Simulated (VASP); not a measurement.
# SiC (P6_3mc) in VASP: further runs

SiC is run at these levels: PBE; tasks: single point.

Everything below comes from runs of VASP 6.6.1. Logs are shortened: lines on timing, memory, paths and dates and some standing lists are left out, and cuts for length are marked.

### Step 1. The cell of the first run

The structure is hexagonal, space group P6_3mc (No. 186). Conventional cell: a = 3.051 Å, b = 3.051 Å, c = 5.004 Å, α = 90.00°, β = 90.00°, γ = 120.00°. Si (site symmetry 3m) has 4 C at 1.87 to 1.88 Å within 2.5 Å. Within 2.5 Å of C (site symmetry 3m) lie 4 Si at 1.87 to 1.88 Å.

### Step 2. Single point, PBE (volume scaled by 0.960)

The input, INCAR:

```
ALGO = Normal
EDIFF = 1E-6
ENCUT = 520
GGA = PE
ISIF = 2
ISMEAR = 0
LASPH = True
LCHARG = False
LREAL = False
LWAVE = False
NBANDS = 16
NELM = 100
PREC = Accurate
SIGMA = 0.05
```

The input, KPOINTS:

```
k-points
0
Gamma
  12 12 8
```

The input, POSCAR:

```
SiC
1.0
    3.0505405232      0.0000000000      0.0000000000
   -1.5252702616      2.6418455883      0.0000000000
    0.0000000000      0.0000000000      5.0044450083
Si C
2 2
Direct
    0.3333333333      0.6666666667      0.0045616578
    0.6666666667      0.3333333333      0.5045616578
    0.3333333333      0.6666666667      0.3804383422
    0.6666666667      0.3333333333      0.8804383422
```

Potentials or basis: VASP PAW PBE potentials, release 64 (Si, C).

On the command line:

```sh
cat potpaw_PBE.64/Si/POTCAR potpaw_PBE.64/C/POTCAR > POTCAR
mpirun -np 1 vasp_std > vasp.out
```

OUTCAR:

```text
EDIFF = 1E-6
   ENCUT = 520
   GGA = PE
   ISIF = 2
   ISMEAR = 0
   LASPH = True
   LREAL = False
   NELM = 100
   PREC = Accurate

 ion  position               nearest neighbor table
   1  0.333  0.667  0.005-   4 1.87   4 1.87   4 1.87   3 1.88   2 3.06   2 3.06   2 3.06   2 3.06
                             2 3.06   2 3.06
   2  0.667  0.333  0.505-   3 1.87   3 1.87   3 1.87   4 1.88   1 3.06   1 3.06   1 3.06   1 3.06
                             1 3.06   1 3.06
   3  0.333  0.667  0.380-   2 1.87   2 1.87   2 1.87   1 1.88
   4  0.667  0.333  0.880-   1 1.87   1 1.87   1 1.87   2 1.88

  LATTYP: Found a hexagonal cell.
 ALAT       =     3.0505405232
 C/A-ratio  =     1.6405109095

  Lattice vectors:

 A1 = (   3.0505405232,   0.0000000000,   0.0000000000)
 A2 = (  -1.5252702616,   2.6418455883,   0.0000000000)
 A3 = (   0.0000000000,   0.0000000000,   5.0044450083)

Analysis of symmetry for initial positions (statically):
=====================================================================
 Subroutine PRICEL returns:
 Original cell was already a primitive cell.

 Routine SETGRP: Setting up the symmetry group for a
 hexagonal supercell.

 Subroutine GETGRP returns: Found 12 space group operations
 (whereof  6 operations were pure point group operations)
 out of a pool of 24 trial point group operations.

The static configuration has the point symmetry C_3v.
 The point group associated with its full space group is C_6v.

Analysis of symmetry for dynamics (positions and initial velocities):
=====================================================================
 Subroutine PRICEL returns:
 Original cell was already a primitive cell.

 Routine SETGRP: Setting up the symmetry group for a
 hexagonal supercell.

 Subroutine GETGRP returns: Found 12 space group operations
 (whereof  6 operations were pure point group operations)
 out of a pool of 24 trial point group operations.

The dynamic configuration has the point symmetry C_3v.
 The point group associated with its full space group is C_6v.

 Subroutine INISYM returns: Found 12 space group operations
 (whereof  6 operations are pure point group operations),
 and found     1 'primitive' translations

----------------------------------------------------------------------------------------

                                     Primitive cell

  volume of cell :      40.3311

  direct lattice vectors                    reciprocal lattice vectors
     3.050540523  0.000000000  0.000000000     0.327810758  0.189261629  0.000000000
    -1.525270262  2.641845588  0.000000000     0.000000000  0.378523258  0.000000000
     0.000000000  0.000000000  5.004445008     0.000000000  0.000000000  0.199822358

  length of vectors
     3.050540523  3.050540523  5.004445008     0.378523258  0.378523258  0.199822358

  position of ions in fractional coordinates (direct lattice)
     0.333333333  0.666666667  0.004561658
     0.666666667  0.333333333  0.504561658
     0.333333333  0.666666667  0.380438342
     0.666666667  0.333333333  0.880438342

  ion indices of the primitive-cell ions
   primitive index   ion index
                 1           1
                 2           2
                 3           3
                 4           4

----------------------------------------------------------------------------------------

 KPOINTS: k-points

Automatic generation of k-mesh.
 Grid dimensions read from file:
 generate k-points for:   12   12    8

 Generating k-lattice:

  Cartesian coordinates                     Fractional coordinates (reciprocal lattice)
     0.027317563  0.015771802  0.000000000     0.083333333  0.000000000  0.000000000
     0.000000000  0.031543605  0.000000000     0.000000000  0.083333333  0.000000000
     0.000000000  0.000000000  0.024977795     0.000000000  0.000000000  0.125000000

  Length of vectors
     0.031543605  0.031543605  0.024977795

  Shift w.r.t. Gamma in fractional coordinates (k-lattice)
     0.000000000  0.000000000  0.000000000

 Subroutine IBZKPT returns following result:
 ===========================================

 Found     95 irreducible k-points:

 Following reciprocal coordinates:
            Coordinates               Weight
  0.000000  0.000000  0.000000      1.000000
  0.083333  0.000000  0.000000      6.000000
  0.166667 -0.000000  0.000000      6.000000
  0.250000  0.000000  0.000000      6.000000
  0.333333  0.000000  0.000000      6.000000
  0.416667  0.000000  0.000000      6.000000
[... 16 lines left out ...]
  0.250000  0.000000  0.125000     12.000000
  0.333333  0.000000  0.125000     12.000000
 [... further k-points ...]
   k-points           NKPTS =     95   k-points in BZ     NKDIM =     95   number of bands    NBANDS=     16
   number of dos      NEDOS =    301   number of ions     NIONS =      4
   total plane-waves  NPLWV =  23040
   dimension x,y,z NGX =    24 NGY =   24 NGZ =   40
   dimension x,y,z NGXF=    48 NGYF=   48 NGZF=   80
   ions per type =               2   2
   NGX,Y,Z   is equivalent  to a cutoff of  13.08, 13.08, 13.29 a.u.
   NGXF,Y,Z  is equivalent  to a cutoff of  26.16, 26.16, 26.58 a.u.
 SYSTEM =  unknown system
   PREC   = accura    normal or accurate (medium, high low for compatibility)
   ISTART =      0    job   : 0-new  1-cont  2-samecut
   ICHARG =      2    charge: 1-file 2-atom 10-const
   ISPIN  =      1    spin polarized calculation?
   LNONCOLLINEAR =      F non collinear calculations
   LSORBIT =      F    spin-orbit coupling
   LASPH  =      T    aspherical Exc in radial PAW
   ENCUT  =  520.0 eV  38.22 Ry    6.18 a.u.   5.67  5.67  9.30*2*pi/ulx,y,z
   NELM   =    100;   NELMIN=  2; NELMDL= -5     # of ELM steps
   EDIFF  = 0.1E-05   stopping-criterion for ELM
   LREAL  =      F    real-space projection
   EDIFFG = 0.1E-04   stopping-criterion for IOM
   NSW    =      0    number of steps for IOM
   IBRION =     -1    ionic relax: 0-MD 1-quasi-New 2-CG
   NFREE  =      0    steps in history (QN), initial steepest desc. (CG)
   ISIF   =      2    stress and relaxation
   ISYM   =      2    0-nonsym 1-usesym 2-fastsym
   POTIM  = 0.5000    time-step for ionic-motion
   TEBEG  =    0.0;   TEEND  =   0.0 temperature during run
   PSTRESS=    0.0 pullay stress
   NELECT =      16.0000    total number of electrons
   NUPDOWN=      -1.0000    fix difference up-down
   EMIN   =  10.00;   EMAX   =-10.00  energy-range for DOS
   EFERMI =   0.00;   METHOD = LEGACY
   ISMEAR =     0;   SIGMA  =   0.05  broadening in eV -4-tet -1-fermi 0-gaus
   EFERMI_NEDOS =   21; number of points for ismear=-14 and -15
   IALGO  =     38    algorithm
   IMIX   =      4    mixing-type and parameters
     AMIX     =   0.40;   BMIX     =  1.00
     AMIX_MAG =   1.60;   BMIX_MAG =  1.00
  volume/ion in A,a.u.               =      10.08        68.04
  Fermi-wavevector in a.u.,A,eV,Ry     =   1.202915  2.273179 19.687676  1.447003
  Thomas-Fermi vector in A             =   2.338683
   LORBIT       =      0    0 simple, 1 ext, 2 COOP (PROOUT), +10 PAW based schemes
   GGA     = PE    functional components
   LHFCALC =     F    Hartree Fock is set to
   AEXX    =    0.0000 exact exchange contribution
   IVDW    =     0    specifies the selected vdW correction
   LEPSILON=     F    determine dielectric tensor
   LRPA    =     F    only Hartree local field effects (RPA)
 non-spin polarized calculation
 Gauss-broadening in eV      SIGMA  =   0.05
  energy-cutoff  :      520.00
  volume of cell :       40.33
 maximum number of plane-waves:      1105
 NGX is ok and might be reduce to    24
   NGX = 11   NGY = 11   NGZ = 19

 number of electron      15.9999998 magnetization

 Free energy of the ion-electron system (eV)
  ---------------------------------------------------
  ext. energy  EPLUGINS =         0.00000000
  ---------------------------------------------------
  free energy    TOTEN  =       -30.06249772 eV

  energy without entropy =      -30.06249772  energy(sigma->0) =      -30.06249772

 E-fermi :   8.7431     XC(G=0): -11.4609

 val. band max:        8.5481006311   @ k =   0.0000   0.0000   0.0000
 cond. band min:      10.7810208773   @ k =   0.3333   0.3333   0.0000
 fundamental gap:      2.2329202462
 Fermi energy:         8.7431059360

 k-point     1 :       0.0000    0.0000    0.0000
  band No.  band energies     occupation
      1      -7.2235      2.00000
      2      -3.5588      2.00000
      3      -0.2932      2.00000
      4       7.2178      2.00000
      5       7.2178      2.00000
      6       8.4399      2.00000
[... 8 lines left out ...]
     15      17.6830      0.00000
     16      20.0931      0.00000

 k-point     2 :       0.0833    0.0000    0.0000
  band No.  band energies     occupation
      1      -7.1006      2.00000
      2      -3.4540      2.00000
      3      -0.1788      2.00000
      4       6.5279      2.00000
      5       7.0018      2.00000
      6       8.0888      2.00000
[... 8 lines left out ...]
     15      17.9862      0.00000
     16      19.0485      0.00000

 k-point     3 :       0.1667   -0.0000    0.0000
  band No.  band energies     occupation
      1      -6.7349      2.00000
      2      -3.1486      2.00000
      3       0.1556      2.00000
      4       5.0181      2.00000
      5       6.5147      2.00000
      6       6.9743      2.00000
[... 8 lines left out ...]
     15      18.2485      0.00000
     16      18.6085      0.00000

 k-point     4 :       0.2500    0.0000    0.0000
  band No.  band energies     occupation
      1      -6.1376      2.00000
      2      -2.6804      2.00000
      3       0.6674      2.00000
      4       3.3597      2.00000
      5       5.5800      2.00000
      6       5.9872      2.00000
[... 8 lines left out ...]
     15      18.7814      0.00000
     16      19.4994      0.00000
[... 324 lines left out ...]
 k-point    22 :       0.1667   -0.0000    0.1250
  band No.  band energies     occupation
      1      -6.6577      2.00000
      2      -3.4802      2.00000
      3       0.6001      2.00000
      4       5.0875      2.00000
      5       6.5668      2.00000
      6       6.7493      2.00000
[... 8 lines left out ...]
     15      18.5432      0.00000
     16      18.7490      0.00000

 k-point    23 :       0.2500    0.0000    0.1250
  band No.  band energies     occupation
      1      -6.0616      2.00000
      2      -2.9857      2.00000
      3       1.0420      2.00000
      4       3.4736      2.00000
      5       5.3433      2.00000
      6       6.0433      2.00000
[... 8 lines left out ...]
     15      19.3035      0.00000
     16      19.5029      0.00000

 k-point    24 :       0.3333    0.0000    0.1250
  band No.  band energies     occupation
      1      -5.2627      2.00000
      2      -2.4170      2.00000
      3       1.1006      2.00000
      4       2.5603      2.00000
      5       3.8970      2.00000
      6       5.6101      2.00000
[... 8 lines left out ...]
     15      19.9154      0.00000
     16      20.9383      0.00000

 [... further k-points ...]
[... 5 lines left out ...]
  --------------------------------------------------------------------------------------
  -------------------------------------------------------------------------------------
  Total        2.3599858      2.3599858      2.3546457      0.0000000      0.0000000      0.0000000
  in kB       93.7518436     93.7518436     93.5397067      0.0000000      0.0000000      0.0000000
  external PRESSURE =      93.6811313 kB  Pullay stress =       0.0000000 kB

 VOLUME and BASIS-vectors are now :
 -----------------------------------------------------------------------------
  energy-cutoff  :      520.00
  volume of cell :       40.33
      direct lattice vectors                 reciprocal lattice vectors
     3.050540523  0.000000000  0.000000000     0.327810758  0.189261629  0.000000000
    -1.525270262  2.641845588  0.000000000     0.000000000  0.378523258  0.000000000
     0.000000000  0.000000000  5.004445008     0.000000000  0.000000000  0.199822358

 POSITION                                       TOTAL-FORCE (eV/Angst)
 -----------------------------------------------------------------------------------
     -0.00000      1.76123      0.02283         0.000000     -0.000000      0.006898
      1.52527      0.88062      2.52505        -0.000000      0.000000      0.006898
     -0.00000      1.76123      1.90388         0.000000     -0.000000     -0.006898
      1.52527      0.88062      4.40611        -0.000000      0.000000     -0.006898
 -----------------------------------------------------------------------------------
    total drift:                               -0.000000      0.000000     -0.000218

  FREE ENERGIE OF THE ION-ELECTRON SYSTEM (eV)
  ---------------------------------------------------
  free  energy   TOTEN  =       -30.0624977156 eV

  energy  without entropy=      -30.0624977156  energy(sigma->0) =      -30.06249772
```

It took 38 s on 1 thread of Intel Xeon Platinum 8259CL at 2.50GHz (Skylake/Cascade Lake), shared host; peak memory 0.18 GiB.

What came out:

```
Free energy            : -30.0625 eV
Pressure               : 9.4 GPa
Largest force          : 0.007 eV/Å
Band gap on the k mesh : 2.23 eV, indirect (least direct gap 4.02 eV)
```

Forces in eV/Å, atoms in the order of the input:
```
Si   0.000  0.000  0.007
Si   0.000  0.000  0.007
C    0.000  0.000 -0.007
C    0.000  0.000 -0.007
```

Caveat: the cell differs from its parent crystal (volume scaled by 0.960). A k mesh can miss the band edges.

### Step 3. Single point, PBE (volume scaled by 0.980)

The input, INCAR:

```
SYSTEM = SiC
PREC = Accurate
ENCUT = 520
EDIFF = 1E-6
ISMEAR = 0
SIGMA = 0.05
LREAL = .FALSE.
LASPH = .TRUE.
NELM = 100
ALGO = Normal
ISIF = 2
LWAVE = .FALSE.
LCHARG = .FALSE.
GGA = PE
NBANDS = 16
```

The input, KPOINTS:

```
regular mesh
0
G
  12 12 8
  0 0 0
```

The input, POSCAR:

```
SiC
1.0
    3.0711847269      0.0000000000      0.0000000000
   -1.5355923635      2.6597239932      0.0000000000
    0.0000000000      0.0000000000      5.0402546888
Si C
2 2
Direct
    0.3333333333      0.6666666667      0.0045824632
    0.6666666667      0.3333333333      0.5045824632
    0.3333333333      0.6666666667      0.3804175368
    0.6666666667      0.3333333333      0.8804175368
```

Potentials or basis: VASP PAW PBE potentials, release 64 (Si, C).

On the command line:

```sh
cat potpaw_PBE.64/Si/POTCAR potpaw_PBE.64/C/POTCAR > POTCAR
mpirun -np 1 vasp_std > vasp.out
```

Run time: 34 s. Hardware: 1 thread of Intel Xeon Platinum 8259CL at 2.50GHz (Skylake/Cascade Lake), shared host; peak memory 0.18 GiB.

Results (log left out):

```yaml
Free_energy: -30.0987 eV
Pressure: 4.4 GPa
Largest_force: 0.004 eV/Å
Band_gap_on_the_k_mesh: 2.27 eV, indirect (least direct gap 3.98 eV)
```

Forces in eV/Å, atoms in the order of the input:
```
Si   0.000  0.000  0.004
Si   0.000  0.000  0.004
C    0.000  0.000 -0.004
C    0.000  0.000 -0.004
```

Stress tensor (GPa, compression positive):
```
4.46 0.00 0.00
0.00 4.46 0.00
0.00 0.00 4.36
```

Levels at points of the mesh, in eV from the valence-band top:
```csv
k point,band 6,band 7,band 8,band 9,band 10,band 11
"(0.00, 0.00, 0.00)",-0.11,0.00,0.00,4.84,6.26,6.69
"(0.50, 0.00, 0.00)",-3.33,-3.30,-1.20,2.78,4.23,6.92
"(0.00, 0.00, 0.50)",-0.71,-0.71,-0.71,5.94,5.94,7.37
"(0.50, 0.00, 0.50)",-2.45,-2.33,-2.33,3.30,3.30,5.28
```

Caveat: the cell differs from its parent crystal (volume scaled by 0.980). A k mesh can miss the band edges.

### Step 4. Single point, PBE

This run uses another cell than the first one, of 10.50 Å³/atom, 1.042 times its volume.

The input, INCAR:

```
SYSTEM = SiC
ALGO = Normal
EDIFF = 1E-7
ENCUT = 520
GGA = PE
ISIF = 2
ISMEAR = 0
LASPH = .True.
LCHARG = .False.
LREAL = .False.
LWAVE = .False.
NBANDS = 16
NELM = 80
PREC = Accurate
SIGMA = 0.05
```

The input, KPOINTS:

```
k-points
0
Gamma
  12 12 8
  0 0 0
```

The input, POSCAR:

```
SiC
1.0
    3.0919366045      0.0000000000      0.0000000000
   -1.5459683023      2.6776956464      0.0000000000
    0.0000000000      0.0000000000      5.0743114968
Si C
2 2
Direct
    0.3333333333      0.6666666667      0.0045824632
    0.6666666667      0.3333333333      0.5045824632
    0.3333333333      0.6666666667      0.3804175368
    0.6666666667      0.3333333333      0.8804175368
```

On the command line:

```sh
cat potpaw_PBE.64/Si/POTCAR potpaw_PBE.64/C/POTCAR > POTCAR
mpirun -np 1 vasp_std > vasp.out
```

Run time: 37 s. Hardware: 1 thread of Intel Xeon Platinum 8259CL at 2.50GHz (Skylake/Cascade Lake), shared host; peak memory 0.19 GiB.

Results (log left out):

```
Free energy            : -30.1103 eV
Pressure               : 0.0 GPa
Band gap on the k mesh : 2.30 eV, indirect (least direct gap 3.94 eV)
```

Levels at points of the mesh, in eV from the valence-band top:
```tsv
k point	band 6	band 7	band 8	band 9	band 10	band 11
(0.00, 0.00, 0.00)	-0.11	0.00	0.00	4.67	6.04	6.57
(0.50, 0.00, 0.00)	-3.29	-3.24	-1.19	2.75	4.21	6.76
(0.00, 0.00, 0.50)	-0.71	-0.71	-0.71	5.76	5.76	7.27
(0.50, 0.00, 0.50)	-2.42	-2.31	-2.31	3.25	3.25	5.19
```

A k mesh can miss the band edges. PBE gaps usually lie below the measured ones, often by a third to a half.

### Step 5. Single point, PBE

This run uses another cell than the first one, of 10.50 Å³/atom, 1.042 times its volume.

The input, INCAR:

```
PREC = Accurate
ENCUT = 520
EDIFF = 1E-7
ISMEAR = -1
SIGMA = 0.01
LREAL = False
LASPH = True
NELM = 100
ALGO = Normal
ISIF = 2
LWAVE = False
LCHARG = False
GGA = PE
NBANDS = 16
```

The input, KPOINTS:

```
regular mesh
0
Gamma
  12 12 8
```

POSCAR is that of step 4.

On the command line:

```sh
cat potpaw_PBE.64/Si/POTCAR potpaw_PBE.64/C/POTCAR > POTCAR
mpirun -np 1 vasp_std > vasp.out
```

Run time: 38 s. Hardware: 1 thread of Intel Xeon Platinum 8259CL at 2.50GHz (Skylake/Cascade Lake), shared host; peak memory 0.19 GiB.

Results (log left out):

```
Free energy            : -30.1103 eV
Pressure               : 0.0 GPa
Band gap on the k mesh : 2.30 eV, indirect (least direct gap 3.94 eV)
```

Levels at points of the mesh, in eV from the valence-band top:
```csv
k point,band 6,band 7,band 8,band 9,band 10,band 11
"(0.00, 0.00, 0.00)",-0.11,0.00,0.00,4.67,6.04,6.57
"(0.50, 0.00, 0.00)",-3.29,-3.24,-1.19,2.75,4.21,6.76
"(0.00, 0.00, 0.50)",-0.71,-0.71,-0.71,5.76,5.76,7.27
"(0.50, 0.00, 0.50)",-2.42,-2.31,-2.31,3.25,3.25,5.19
```

### Step 6. Single point, PBE

This run uses another cell than the first one, of 10.50 Å³/atom, 1.042 times its volume.

The input, INCAR:

```
PREC = Accurate
ENCUT = 520
EDIFF = 1E-7
ISMEAR = 0
SIGMA = 0.05
LREAL = F
LASPH = T
NELM = 60
ALGO = Normal
ISIF = 2
LWAVE = F
LCHARG = F
GGA = PE
NBANDS = 16
```

The input, KPOINTS:

```
Automatic mesh
0
Gamma
  12 12 8
```

POSCAR is that of step 5.

Potentials or basis: VASP PAW PBE potentials, release 64 (Si, C).

On the command line:

```sh
cat potpaw_PBE.64/Si/POTCAR potpaw_PBE.64/C/POTCAR > POTCAR
mpirun -np 1 vasp_std > vasp.out
```

Wall time 36 s (1 thread of Intel Xeon Platinum 8259CL at 2.50GHz (Skylake/Cascade Lake), shared host); peak memory 0.19 GiB.

It converged, with:

- Free energy: -30.1103 eV
- Pressure: 0.0 GPa
- Band gap on the k mesh: 2.30 eV, indirect (least direct gap 3.94 eV)

Levels at points of the mesh, in eV from the valence-band top:
```tsv
k point	band 6	band 7	band 8	band 9	band 10	band 11
(0.00, 0.00, 0.00)	-0.11	0.00	0.00	4.67	6.04	6.57
(0.50, 0.00, 0.00)	-3.29	-3.24	-1.19	2.75	4.21	6.76
(0.00, 0.00, 0.50)	-0.71	-0.71	-0.71	5.76	5.76	7.27
(0.50, 0.00, 0.50)	-2.42	-2.31	-2.31	3.25	3.25	5.19
```

A k mesh can miss the band edges. As with any semilocal functional, this PBE gap is likely too small.

### Step 7. The runs side by side

```csv
cell,smearing,gap on the mesh (eV),pressure (GPa)
"a = 3.051, b = 3.051, c = 5.004 Å, angles 90.0, 90.0, 120.0°, 4 atoms",gaussian 0.05 eV,2.23,9.4
"a = 3.071, b = 3.071, c = 5.040 Å, angles 90.0, 90.0, 120.0°, 4 atoms",gaussian 0.05 eV,2.27,4.4
"a = 3.092, b = 3.092, c = 5.074 Å, angles 90.0, 90.0, 120.0°, 4 atoms",gaussian 0.05 eV,2.30,0.0
"a = 3.092, b = 3.092, c = 5.074 Å, angles 90.0, 90.0, 120.0°, 4 atoms",fermi-dirac 0.01 eV,2.30,0.0
```

Alike in all rows: task single point; level PBE; potentials or basis VASP PAW PBE potentials, release 64 (Si, C); no spin polarisation; k mesh 12 × 12 × 8; cutoff (eV) 520.

Total energies depend on the potentials used, so only differences within one code and one set of settings carry meaning.
